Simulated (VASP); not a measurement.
# Ni (Pm-3m) in VASP: further runs

Ni is run at these levels: PBE; tasks: single point.

Program: VASP 6.6.1. These are calculated values, not measurements. Logs are shortened: lines on timing, memory, paths and dates and some standing lists are left out, and cuts for length are marked.

## 1. The cell of the first run

Symmetry: Pm-3m, No. 221, cubic system. The conventional cell has a = 2.265 Å, b = 2.265 Å, c = 2.265 Å, α = 90.00°, β = 90.00°, γ = 90.00°. Within 3.0 Å of Ni (site symmetry m-3m) lie 6 Ni at 2.26 Å.

This isn't the form of Ni at room conditions, which is fcc.

## 2. Single point, PBE, collinear spin, ferromagnetic start (11.61 Å³/atom)

INCAR

```
SYSTEM = Ni
PREC = Accurate ; ENCUT = 520
EDIFF = 1E-6 ; ISMEAR = -1
SIGMA = 0.05 ; LREAL = .False.
LASPH = .True. ; NELM = 150
ALGO = Normal ; ISIF = 2
LWAVE = .False. ; LCHARG = .False.
ISPIN = 2 ; MAGMOM = 0.575
LORBIT = 11 ; LMAXMIX = 4
GGA = PE ; NBANDS = 15
```

KPOINTS

```
Automatic mesh
0
Gamma
  15 15 15
  0 0 0
```

POSCAR

```
Ni
1.0
    2.2645040563      0.0000000000      0.0000000000
    0.0000000000      2.2645040563      0.0000000000
    0.0000000000      0.0000000000      2.2645040563
Ni
1
Direct
    0.0000000000      0.0000000000      0.0000000000
```

Potentials or basis: VASP PAW PBE potentials, release 64 (Ni).

Command:

```bash
$ cat potpaw_PBE.64/Ni/POTCAR > POTCAR
$ mpirun -np 1 vasp_std > vasp.out
```

OUTCAR:

```text
SYSTEM = Ni
   PREC = Accurate
   ENCUT = 520
   EDIFF = 1E-6
   ISMEAR = -1
   LREAL = .False.
   LASPH = .True.
   NELM = 150
   ISIF = 2
   ISPIN = 2
   LORBIT = 11
   GGA = PE

 ion  position               nearest neighbor table
   1  0.000  0.000  0.000-

  LATTYP: Found a simple cubic cell.
 ALAT       =     2.2645040563

  Lattice vectors:

 A1 = (   2.2645040563,   0.0000000000,   0.0000000000)
 A2 = (   0.0000000000,   2.2645040563,   0.0000000000)
 A3 = (   0.0000000000,   0.0000000000,   2.2645040563)

Analysis of symmetry for initial positions (statically):
=====================================================================
 Subroutine PRICEL returns:
 Original cell was already a primitive cell.

 Routine SETGRP: Setting up the symmetry group for a
 simple cubic supercell.

 Subroutine GETGRP returns: Found 48 space group operations
 (whereof 48 operations were pure point group operations)
 out of a pool of 48 trial point group operations.

The static configuration has the point symmetry O_h .

Analysis of symmetry for dynamics (positions and initial velocities):
=====================================================================
 Subroutine PRICEL returns:
 Original cell was already a primitive cell.

 Routine SETGRP: Setting up the symmetry group for a
 simple cubic supercell.

 Subroutine GETGRP returns: Found 48 space group operations
 (whereof 48 operations were pure point group operations)
 out of a pool of 48 trial point group operations.

The dynamic configuration has the point symmetry O_h .

Analysis of structural, dynamic, and magnetic symmetry:
=====================================================================
 Subroutine PRICEL returns:
 Original cell was already a primitive cell.

 Routine SETGRP: Setting up the symmetry group for a
 simple cubic supercell.

 Subroutine GETGRP returns: Found 48 space group operations
 (whereof 48 operations were pure point group operations)
 out of a pool of 48 trial point group operations.

The overall configuration has the point symmetry O_h .

 Subroutine INISYM returns: Found 48 space group operations
 (whereof 48 operations are pure point group operations),
 and found     1 'primitive' translations

----------------------------------------------------------------------------------------

                                     Primitive cell

  volume of cell :      11.6123

  direct lattice vectors                    reciprocal lattice vectors
[... 126 lines left out ...]

 Free energy of the ion-electron system (eV)
  ---------------------------------------------------
  ext. energy  EPLUGINS =         0.00000000
  ---------------------------------------------------
  free energy    TOTEN  =        -4.74158964 eV

  energy without entropy =       -4.72706983  energy(sigma->0) =       -4.73432973

 E-fermi :   8.5029     XC(G=0): -12.7726

 val. band max:        8.5002582676   @ k =   0.4667   0.2000   0.0000
 cond. band min:       8.5035368743   @ k =   0.1333   0.1333   0.0667
 fundamental gap:      0.0032786067
 Fermi energy:         8.5028864165

 spin component 1

 k-point     1 :       0.0000    0.0000    0.0000
  band No.  band energies     occupation
      1       0.0064      1.00000
      2       4.6381      1.00000
      3       4.6381      1.00000
      4       8.2417      0.99464
      5       8.2417      0.99464
      6       8.2417      0.99464
      7      28.9366      0.00000
      8      28.9366      0.00000
      9      28.9366      0.00000
     10      32.9586      0.00000
     11      32.9586      0.00000
     12      37.4889      0.00000
     13      51.8438      0.00000
     14      51.8438      0.00000
[... 403 lines left out ...]
      4       7.4147      1.00000
      5       7.7251      1.00000
      6       7.9349      0.99999
      7      16.9930      0.00000
      8      24.8391      0.00000
      9      33.8297      0.00000
     10      34.7648      0.00000
     11      35.6193      0.00000
     12      43.9489      0.00000
     13      44.8729      0.00000
     14      46.6918      0.00000
     15      51.8030      0.00000

 [... further k-points ...]

 spin component 2

 k-point     1 :       0.0000    0.0000    0.0000
  band No.  band energies     occupation
      1       0.0270      1.00000
      2       4.9236      1.00000
      3       4.9236      1.00000
      4       8.7815      0.00379
      5       8.7815      0.00379
      6       8.7815      0.00379
      7      29.0049      0.00000
      8      29.0049      0.00000
      9      29.0049      0.00000
     10      33.0131      0.00000
     11      33.0131      0.00000
     12      37.4890      0.00000
     13      51.8746      0.00000
     14      51.8746      0.00000
[... 403 lines left out ...]
      4       7.9267      0.99999
      5       8.0896      0.99974
      6       8.4645      0.68320
      7      17.1152      0.00000
      8      24.9259      0.00000
      9      33.8994      0.00000
     10      34.8609      0.00000
     11      35.6185      0.00000
     12      43.9783      0.00000
     13      44.9531      0.00000
     14      46.7179      0.00000
     15      51.8731      0.00000

 [... further k-points ...]

------------------------ aborting loop because EDIFF is reached ----------------------------------------

  FORCE on cell =-STRESS in cart. coord.  units (eV):
  Direction    XX          YY          ZZ          XY          YZ          ZX
  --------------------------------------------------------------------------------------
  -------------------------------------------------------------------------------------
  Total        1.0231922      1.0231922      1.0231922      0.0000000      0.0000000     -0.0000000
  in kB      141.1719751    141.1719751    141.1719751      0.0000000      0.0000000     -0.0000000
  external PRESSURE =     141.1719751 kB  Pullay stress =       0.0000000 kB

 VOLUME and BASIS-vectors are now :
 -----------------------------------------------------------------------------
  energy-cutoff  :      520.00
  volume of cell :       11.61
      direct lattice vectors                 reciprocal lattice vectors
     2.264504056  0.000000000  0.000000000     0.441597796  0.000000000  0.000000000
     0.000000000  2.264504056  0.000000000     0.000000000  0.441597796  0.000000000
     0.000000000  0.000000000  2.264504056     0.000000000  0.000000000  0.441597796

 POSITION                                       TOTAL-FORCE (eV/Angst)
 -----------------------------------------------------------------------------------
      0.00000      0.00000      0.00000         0.000000      0.000000      0.000000
 -----------------------------------------------------------------------------------
    total drift:                               -0.000000      0.000000      0.000000

  FREE ENERGIE OF THE ION-ELECTRON SYSTEM (eV)
  ---------------------------------------------------
  free  energy   TOTEN  =        -4.7415896372 eV

  energy  without entropy=       -4.7270698265  energy(sigma->0) =       -4.73432973

 total charge

# of ion       s       p       d       tot
------------------------------------------
    1        0.541   0.443   8.396   9.380

 magnetization (x)

# of ion       s       p       d       tot
------------------------------------------
    1        0.001  -0.002   0.414   0.414
```

stdout:

```text
POSCAR found type information on POSCAR Ni
 POSCAR found :  1 types and       1 ions
 scaLAPACK will be used
 LDA part: xc-table for (Slater+PW92), standard interpolation
 POSCAR, INCAR and KPOINTS ok, starting setup
 FFT: planning ... GRIDC
 FFT: planning ... GRID_SOFT
 FFT: planning ... GRID
 WAVECAR not read
 entering main loop
```

Wall time 37 s (1 thread of Intel Xeon 8259CL, shared host); peak memory 0.15 GiB.

Results:

- Free energy: -4.7416 eV
- Pressure: 14.1 GPa
- Net moment: 0.41 μB per cell
- Site moments: Ni +0.41 μB
- Valence electrons inside the program's atomic spheres: Ni 9.38

Levels at points of the mesh, in eV from the Fermi level:
Spin up:
```csv
k point,band 1,band 2,band 3,band 4,band 5,band 6,band 7,band 8,band 9,band 10
"(0.00, 0.00, 0.00)",-8.50,-3.86,-3.86,-0.26,-0.26,-0.26,20.43,20.43,20.43,24.46
```
Spin down:
| k point | band 3 | band 4 | band 5 | band 6 | band 7 | band 8 |
| --- | --- | --- | --- | --- | --- | --- |
| (0.00, 0.00, 0.00) | -3.58 | 0.28 | 0.28 | 0.28 | 20.50 | 20.50 |

Caveat: the cell stands under pressure.

## 3. Single point, PBE, collinear spin, ferromagnetic start (12.12 Å³/atom)

This run uses another cell than the first one, of 12.12 Å³/atom.

INCAR

```
ALGO = Normal
EDIFF = 1E-6
ENCUT = 520
GGA = PE
ISIF = 2
ISMEAR = -1
ISPIN = 2
LASPH = T
LCHARG = T
LELF = T
LMAXMIX = 4
LORBIT = 11
LREAL = F
LVHAR = T
LWAVE = F
MAGMOM = 0.575
NBANDS = 15
NELM = 150
PREC = Accurate
SIGMA = 0.05
```

KPOINTS

```
k-points
0
Gamma
  15 15 15
```

POSCAR

```
Ni
1.0
    2.2968584855      0.0000000000      0.0000000000
    0.0000000000      2.2968584855      0.0000000000
    0.0000000000      0.0000000000      2.2968584855
Ni
1
Direct
    0.0000000000      0.0000000000      0.0000000000
```

Potentials or basis: VASP PAW PBE potentials, release 64 (Ni).

Command:

```bash
$ cat potpaw_PBE.64/Ni/POTCAR > POTCAR
$ mpirun -np 1 vasp_std > vasp.out
```

Wall time 40 s (1 thread of Intel Xeon 8259CL, shared host); peak memory 0.15 GiB.

It converged, with:

| Item | Value |
| --- | --- |
| Free energy | -4.7731 eV |
| Pressure | 6.1 GPa |
| Net moment | 0.45 μB per cell |
| Site moments | Ni +0.46 μB |
| Valence electrons inside the program's atomic spheres | Ni 9.31 |

Levels at points of the mesh, in eV from the Fermi level:
Spin up:
```
           k point  band 2  band 3  band 4  band 5  band 6  band 7  band 8  band 9
(0.00, 0.00, 0.00)   -3.69   -3.69   -0.31   -0.31   -0.31   19.90   19.90   19.90
```
Spin down:
```tsv
k point	band 1	band 2	band 3	band 4	band 5	band 6	band 7	band 8	band 9	band 10
(0.00, 0.00, 0.00)	-8.20	-3.36	-3.36	0.27	0.27	0.27	19.97	19.97	19.97	23.87
```

Caveat: the cell stands under pressure.

## 4. Single point, PBE, collinear spin, ferromagnetic start

This run uses another cell than the first one, of 12.62 Å³/atom.

INCAR

```
PREC = Accurate
ENCUT = 520
EDIFF = 1E-6
ISMEAR = -1
SIGMA = 0.05
LREAL = F
LASPH = T
NELM = 150
ALGO = Normal
ISIF = 2
LWAVE = F
LCHARG = T
ISPIN = 2
MAGMOM = 0.8
LORBIT = 11
LMAXMIX = 4
GGA = PE
LELF = T
LVHAR = T
NBANDS = 15
```

KPOINTS

```
Automatic mesh
0
Gamma
  14 14 14
```

POSCAR

```
Ni
1.0
    2.3283262107      0.0000000000      0.0000000000
    0.0000000000      2.3283262107      0.0000000000
    0.0000000000      0.0000000000      2.3283262107
Ni
1
Direct
    0.0000000000      0.0000000000      0.0000000000
```

Potentials or basis: VASP PAW PBE potentials, release 64 (Ni).

Command:

```bash
$ cat potpaw_PBE.64/Ni/POTCAR > POTCAR
$ mpirun -np 1 vasp_std > vasp.out
```

OUTCAR:

```text
PREC = Accurate
   ENCUT = 520
   EDIFF = 1E-6
   ISMEAR = -1
   LREAL = F
   LASPH = T
   NELM = 150
   ISIF = 2
   ISPIN = 2
   LORBIT = 11
   GGA = PE

 ion  position               nearest neighbor table
   1  0.000  0.000  0.000-

  LATTYP: Found a simple cubic cell.
 ALAT       =     2.3283262107

  Lattice vectors:

 A1 = (   2.3283262107,   0.0000000000,   0.0000000000)
 A2 = (   0.0000000000,   2.3283262107,   0.0000000000)
 A3 = (   0.0000000000,   0.0000000000,   2.3283262107)

Analysis of symmetry for initial positions (statically):
=====================================================================
 Subroutine PRICEL returns:
 Original cell was already a primitive cell.

 Routine SETGRP: Setting up the symmetry group for a
 simple cubic supercell.

 Subroutine GETGRP returns: Found 48 space group operations
 (whereof 48 operations were pure point group operations)
 out of a pool of 48 trial point group operations.

The static configuration has the point symmetry O_h .

Analysis of symmetry for dynamics (positions and initial velocities):
=====================================================================
 Subroutine PRICEL returns:
[... 1033 lines left out ...]
      4       6.8994      0.99998
      5       7.3603      0.82409
      6       7.3902      0.72043
      7      14.8318      0.00000
      8      22.8573      0.00000
      9      30.2040      0.00000
     10      33.1171      0.00000
     11      33.6078      0.00000
     12      40.8064      0.00000
     13      41.3948      0.00000
     14      44.9468      0.00000
     15      48.4899      0.00000

 [... further k-points ...]

------------------------ aborting loop because EDIFF is reached ----------------------------------------

  FORCE on cell =-STRESS in cart. coord.  units (eV):
  Direction    XX          YY          ZZ          XY          YZ          ZX
  --------------------------------------------------------------------------------------
  -------------------------------------------------------------------------------------
  Total       -0.0163022     -0.0163022     -0.0163022      0.0000000      0.0000000      0.0000000
  in kB       -2.0693096     -2.0693096     -2.0693096      0.0000000      0.0000000      0.0000000
  external PRESSURE =      -2.0693096 kB  Pullay stress =       0.0000000 kB

 VOLUME and BASIS-vectors are now :
 -----------------------------------------------------------------------------
  energy-cutoff  :      520.00
  volume of cell :       12.62
      direct lattice vectors                 reciprocal lattice vectors
     2.328326211  0.000000000  0.000000000     0.429493082  0.000000000  0.000000000
     0.000000000  2.328326211  0.000000000     0.000000000  0.429493082  0.000000000
     0.000000000  0.000000000  2.328326211     0.000000000  0.000000000  0.429493082

 POSITION                                       TOTAL-FORCE (eV/Angst)
 -----------------------------------------------------------------------------------
      0.00000      0.00000      0.00000         0.000000      0.000000      0.000000
 -----------------------------------------------------------------------------------
    total drift:                               -0.000000      0.000000      0.000000

  FREE ENERGIE OF THE ION-ELECTRON SYSTEM (eV)
  ---------------------------------------------------
  free  energy   TOTEN  =        -4.7826554051 eV

  energy  without entropy=       -4.7666359332  energy(sigma->0) =       -4.77464567

 total charge

# of ion       s       p       d       tot
------------------------------------------
    1        0.508   0.385   8.354   9.247

 magnetization (x)

# of ion       s       p       d       tot
------------------------------------------
    1       -0.000  -0.003   0.513   0.510
```

stdout:

```text
POSCAR found type information on POSCAR Ni
 POSCAR found :  1 types and       1 ions
 scaLAPACK will be used
 LDA part: xc-table for (Slater+PW92), standard interpolation
 POSCAR, INCAR and KPOINTS ok, starting setup
 FFT: planning ... GRIDC
 FFT: planning ... GRID_SOFT
 FFT: planning ... GRID
 WAVECAR not read
 entering main loop
```

It took 52 s on 1 thread of Intel Xeon 8259CL, shared host; peak memory 0.15 GiB.

What came out:

| Property | Result |
| --- | --- |
| Free energy | -4.7827 eV |
| Pressure | -0.2 GPa |
| Net moment | 0.51 μB per cell |
| Site moments | Ni +0.51 μB |
| Valence electrons inside the program's atomic spheres | Ni 9.25 |

Levels at points of the mesh, in eV from the Fermi level:
Spin up:
```
           k point  band 2  band 3  band 4  band 5  band 6  band 7  band 8  band 9
(0.00, 0.00, 0.00)   -3.55   -3.55   -0.36   -0.36   -0.36   19.40   19.40   19.40
(0.50, 0.00, 0.00)   -3.13   -1.38   -1.38   -1.02   -0.27    3.60   24.48   26.64
(0.50, 0.50, 0.00)   -2.79   -1.17   -1.17    0.40    5.19    5.19   11.20   11.26
(0.50, 0.50, 0.50)   -3.23   -3.23    0.46    0.46   11.74   11.74   11.74   13.86
```
Spin down:
| k point | band 3 | band 4 | band 5 | band 6 | band 7 | band 8 |
| --- | --- | --- | --- | --- | --- | --- |
| (0.00, 0.00, 0.00) | -3.15 | 0.27 | 0.27 | 0.27 | 19.46 | 19.46 |
| (0.50, 0.00, 0.00) | -1.04 | -0.80 | -0.80 | 0.36 | 3.93 | 24.41 |
| (0.50, 0.50, 0.00) | -0.58 | -0.58 | 0.92 | 5.22 | 5.22 | 11.41 |
| (0.50, 0.50, 0.50) | -2.76 | 0.98 | 0.98 | 11.82 | 11.82 | 11.82 |

## 5. The runs side by side

| cell | k mesh | gap on the mesh (eV) | pressure (GPa) | moment (μB) |
| --- | --- | --- | --- | --- |
| a = 2.265 Å, 1 atom | 15 × 15 × 15 | none | 14.1 | 0.41 |
| a = 2.297 Å, 1 atom | 15 × 15 × 15 | none | 6.1 | 0.45 |
| a = 2.328 Å, 1 atom | 14 × 14 × 14 | none | -0.2 | 0.51 |

Alike in all rows: task single point; level PBE; potentials or basis VASP PAW PBE potentials, release 64 (Ni); spin collinear, ferromagnetic start; cutoff (eV) 520; smearing fermi-dirac 0.05 eV.

Caveats: the cell stands under pressure (at least some runs).

Absolute energies hang on the potentials; compare differences alone.
